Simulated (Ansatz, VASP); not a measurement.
**One calculation of MgCd2TeSe2, two programs**

The input INCAR:

```
SYSTEM = MgCd2TeSe2
PREC = Accurate
ENCUT = 520
EDIFF = 1E-6
ISMEAR = 0
SIGMA = 0.1
LREAL = .False.
LASPH = .True.
NELM = 80
ALGO = Normal
ISIF = 2
LWAVE = .False.
LCHARG = .False.
GGA = PE
NBANDS = 31
```

File KPOINTS:

```
regular mesh
0
Gamma
  4 4 2
  0 0 0
```

POSCAR

```
MgCd2TeSe2
1.0
    4.4083375100      0.0000000000      0.0000000000
    0.0000000000      4.4083375100      0.0000000000
    0.0000000000      0.0000000000      7.9897138800
Mg Cd Te Se
1 2 1 2
Direct
    0.5000000000      0.5000000000      0.5000000000
    0.0000000000      0.0000000000      0.2430049900
    0.0000000000      0.0000000000      0.7569950100
    0.5000000000      0.5000000000      0.0000000000
    0.0000000000      0.5000000000      0.0000000000
    0.5000000000      0.0000000000      0.0000000000
```

Input for Ansatz:

```yaml
crystal:
  lattice:
    - [4.40833751, 0.0, 0.0]
    - [0.0, 4.40833751, 0.0]
    - [0.0, 0.0, 7.98971388]
  atoms:
    - { symbol: Mg, position: [0.5, 0.5, 0.5] }
    - { symbol: Cd, position: [0.0, 0.0, 0.24300499] }
    - { symbol: Cd, position: [0.0, 0.0, 0.75699501] }
    - { symbol: Te, position: [0.5, 0.5, 0.0] }
    - { symbol: Se, position: [0.0, 0.5, 0.0] }
    - { symbol: Se, position: [0.5, 0.0, 0.0] }
basis:
  ecutwfc: 420
kpoints:
  mp_grid: { grid: [4, 4, 2] }
hamiltonian:
  xc: pbe
scf:
  occupations: { method: gaussian, width: 0.1 }
  lower_state_search: "off"
output:
  forces: true
  stress: true
  eigenvalues: true
```

Change from the starting cell: species swapped into the BaTi2As2O type (P4/mmm, No. 123).

Alike in both runs: task single point; functional PBE; k mesh 4 × 4 × 2; occupations gaussian, width 0.1 eV; no spin polarisation.

|  | VASP | Ansatz |
| --- | --- | --- |
| version | VASP 6.6.1 | Ansatz 0.2.0 |
| potentials or method | VASP PAW PBE potentials, release 64 (Mg, Cd, Te, Se), cutoff 520 eV | scalar-relativistic, plane waves, PAW |
| valence electrons in the cell | 44 | 98 |

|  | VASP | Ansatz | Ansatz less VASP |
| --- | --- | --- | --- |
| gap on the k mesh at the Fermi level (eV) | none | none | - |
| rms of the force components (eV/Å) | 0.511 | 0.492 | -0.0195 |

Atom by atom the forces differ by 0.019 eV/Å (rms over components). A gap of «none» marks a metal or a gap that the smearing closes. VASP's potentials hold 44 valence electrons a cell and Ansatz's 98, so a difference there can come from the potentials and not from the codes.

The k mesh is coarse, so the values compare programs but aren't converged. Neither program's run includes spin-orbit coupling.
